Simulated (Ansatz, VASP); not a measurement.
**Al: VASP beside Ansatz**

The input INCAR:

```
SYSTEM = Al
PREC = Accurate ; ENCUT = 520
EDIFF = 1E-6 ; ISMEAR = 0
SIGMA = 0.15 ; LREAL = .False.
LASPH = .True. ; NELM = 100
ALGO = Normal ; ISIF = 2
LWAVE = .False. ; LCHARG = .False.
GGA = PE ; IVDW = 12
NBANDS = 8
```

File KPOINTS:

```
regular mesh
0
Gamma
  20 20 20
  0 0 0
```

The input POSCAR:

```
Al
1.0
   -0.0928811800      1.9910220790      1.9910220790
    1.8981408990      0.0000000000      1.8981408990
    1.9910220790      1.9910220790     -0.0928811800
Al
1
Direct
    0.0000000000      0.0000000000      0.0000000000
```

Input for Ansatz:

```yaml
crystal:
  lattice:
    - [-0.09288118, 1.991022079, 1.991022079]
    - [1.898140899, 0.0, 1.898140899]
    - [1.991022079, 1.991022079, -0.09288118]
  atoms:
    - { symbol: Al, position: [0.0, 0.0, 0.0] }
basis:
  ecutwfc: 420
kpoints:
  mp_grid: { grid: [20, 20, 20] }
hamiltonian:
  xc: pbe
  pseudopotentials: { kind: paw, azcp: { folder: soft_1 } }
  dispersion: d3bj
scf:
  occupations: { method: gaussian, width: 0.15 }
output:
  forces: true
  stress: true
  eigenvalues: true
  write_density: true
  write_potential: true
  elf: true
  volumetric_format: npy
```

Change from the starting cell: engineering shear strain xz -0.0933, normal strain along z +0.0000.

Alike in both runs: task single point; functional PBE; dispersion D3(BJ); k mesh 20 × 20 × 20; occupations gaussian, width 0.15 eV; no spin polarisation.

```csv
,VASP,Ansatz
version,VASP 6.6.1,Ansatz 0.2.0
potentials or method,"VASP PAW PBE potentials, release 64 (Al), cutoff 520 eV","scalar-relativistic, plane waves, PAW"
valence electrons in the cell,3,3
```

```csv
,VASP,Ansatz,Ansatz less VASP
gap on the k mesh at the Fermi level (eV),none,none,-
pressure (GPa),1.0,1.0,+0.01
"traceless stress, the component that is largest in VASP (GPa)",4.18,4.19,+0.001
```

A gap of «none» marks a metal or a gap that the smearing closes.
